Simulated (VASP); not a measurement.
A run of VASP 6.6.1 is set up as follows.

Contents of INCAR:

```
  PREC = Accurate
  ENCUT = 520
  EDIFF = 1E-6
  ISMEAR = -1
  SIGMA = 0.05
  LREAL = F
  LASPH = T
  NELM = 100
  ALGO = Normal
  ISIF = 2
  LWAVE = F
  LCHARG = F
  GGA = CA
  NBANDS = 20
```

Contents of KPOINTS:

```
Automatic mesh
0
Gamma
  9 9 2
```

Contents of POSCAR:

```
Te2Mo
1.0
    3.5121156613      0.0000000000      0.0000000000
   -1.7560578307      3.0415813837      0.0000000000
    0.0000000000      0.0000000000     17.2872171948
Te Mo
2 1
Direct
    0.3333333333      0.6666666667      0.1021445500
    0.3333333333      0.6666666667      0.8978554500
    0.0000000000      0.0000000000      0.0000000000
```

Potentials or basis: VASP PAW LDA potentials, release 64 (Te, Mo_sv).

Launch:

```bash
$ cat potpaw_LDA.64/Te/POTCAR potpaw_LDA.64/Mo_sv/POTCAR > POTCAR
$ mpirun -np 1 vasp_std > vasp.out
```

**Question.** Estimate the largest force.

**Answer.** 0.230 eV/Å.

**Question.** What does it give for the band gap on the k mesh?

**Answer.** 1.11 eV, direct.

Forces on the atoms (eV/Å):
```
Te   0.000  0.000  0.230
Te   0.000  0.000 -0.230
Mo   0.000  0.000  0.000
```

Caveat: spin-orbit coupling is left out, which moves the levels of the heavy elements.
